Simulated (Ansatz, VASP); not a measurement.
Two plane-wave programs on Ta

File INCAR:

```
SYSTEM = Ta
ALGO     = Fast           ! electronic algorithm
EDIFF    = 1E-7           ! SCF threshold, eV
EDIFFG   = -0.04          ! ionic threshold
ENCUT    = 600            ! plane-wave cutoff, eV
GGA      = PE             ! functional
IBRION   = 2              ! ionic algorithm
ISIF     = 3              ! what is computed and relaxed
ISMEAR   = 0              ! smearing method
LASPH    = .TRUE.         ! aspherical terms in the spheres
LCHARG   = .FALSE.        ! write CHGCAR
LREAL    = .FALSE.        ! projectors in reciprocal space
LWAVE    = .FALSE.        ! write WAVECAR
NELM     = 100            ! most SCF steps
NSW      = 90             ! ionic steps
PREC     = Accurate       ! precision mode
SIGMA    = 0.1            ! smearing width, eV
```

KPOINTS

```
k-points
0
G
  8 8 8
  0 0 0
```

File POSCAR:

```
Ta
1.0
   -1.6798842596      1.6798842596      1.6174889931
    1.6798842596     -1.6798842596      1.6174889931
    1.6798842596      1.6798842596     -1.6174889931
Ta
1
Direct
    0.5000000000      0.5000000000      0.0000000000
```

Input for Ansatz:

```yaml
crystal:
  lattice:
    - [-1.6798842596, 1.6798842596, 1.6174889931]
    - [1.6798842596, -1.6798842596, 1.6174889931]
    - [1.6798842596, 1.6798842596, -1.6174889931]
  atoms:
    - { symbol: Ta, position: [0.5, 0.5, 0.0] }
basis:
  ecutwfc: 420
kpoints:
  mp_grid: { grid: [8, 8, 8] }
hamiltonian:
  xc: pbe
scf:
  occupations: { method: gaussian, width: 0.1 }
  lower_state_search: "off"
output:
  forces: true
  stress: true
  eigenvalues: true
relax:
  adjacent_minimum: "off"
  f_tol: 0.04
  max_steps: 70
  cell: { stress_tol: 0.4 }
```

Alike in both runs: task relaxation of cell and atoms; functional PBE; k mesh 8 × 8 × 8; occupations gaussian, width 0.1 eV; no spin polarisation.

|  | VASP | Ansatz |
| --- | --- | --- |
| version | VASP 6.6.1 | Ansatz 0.2.0 |
| potentials or method | VASP PAW PBE potentials, release 64 (Ta_pv), cutoff 600 eV | scalar-relativistic, plane waves, PAW |
| valence electrons in the cell | 11 | 13 |

```tsv
	VASP	Ansatz	Ansatz less VASP
gap on the k mesh at the Fermi level, each at its own relaxed structure (eV)	none	none	-
relaxed volume (Å³/atom)	18.11	18.10	-0.006
relaxed length of the cell vector where the two differ most in proportion (Å)	2.865	2.865	-0.0003
```

A gap of «none» marks a metal or a gap that the smearing closes. VASP's potentials hold 11 valence electrons a cell and Ansatz's 13, so a difference there can come from the potentials and not from the codes.

Neither program's run includes spin-orbit coupling.
